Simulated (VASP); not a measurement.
Set up this calculation in VASP 6.6.1, as the native input.

* Task: single point
* Functional: PBE
* Potentials or basis: VASP PAW PBE potentials, release 64 (B, N)
* Cutoff: 520 eV
* k mesh: 6 × 6 × 10
* Occupations: gaussian, width 0.05 eV
* Spin: no spin polarisation
* Dipole correction: no
* Further INCAR settings: ALGO = Normal; EDIFF = 1e-06; NBANDS = 26

The structure of BN lies in POSCAR:

```
BN
1.0
    4.4559000000      0.0000000000      0.0000000000
    0.0000000000      4.4559000000      0.0000000000
    0.0000000000      0.0000000000      2.3962000000
B N
4 4
Direct
    0.1742811368      0.8257188632      0.5000000000
    0.3257188632      0.3257188632      0.0000000000
    0.6742811368      0.6742811368      0.0000000000
    0.8257188632      0.1742811368      0.5000000000
    0.8126115048      0.8126115048      0.5000000000
    0.3126115048      0.6873884952      0.0000000000
    0.6873884952      0.3126115048      0.0000000000
    0.1873884952      0.1873884952      0.5000000000
```

The input as run:

INCAR

```
PREC = Accurate
ENCUT = 520
EDIFF = 1E-6
ISMEAR = 0
SIGMA = 0.05
LREAL = False
LASPH = True
NELM = 100
ALGO = Normal
ISIF = 2
LWAVE = False
LCHARG = False
GGA = PE
NBANDS = 26
```

KPOINTS

```
regular mesh
0
Gamma
  6 6 10
```

Potentials or basis: VASP PAW PBE potentials, release 64 (B, N).

Command:

```console
$ cat potpaw_PBE.64/B/POTCAR potpaw_PBE.64/N/POTCAR > POTCAR
$ mpirun -np 1 vasp_std > vasp.out
```

It gave:

| Quantity | Value |
| --- | --- |
| Pressure | 22.7 GPa |
| Largest force | 0.666 eV/Å |
| Band gap on the k mesh | 4.71 eV (least direct gap 6.00 eV) |

Caveat: the cell stands under pressure.

Wall time 26 s on 1 thread of Intel(R) Xeon(R) 6975P-C (Granite Rapids), with other jobs on the host, peak memory 0.19 GiB.
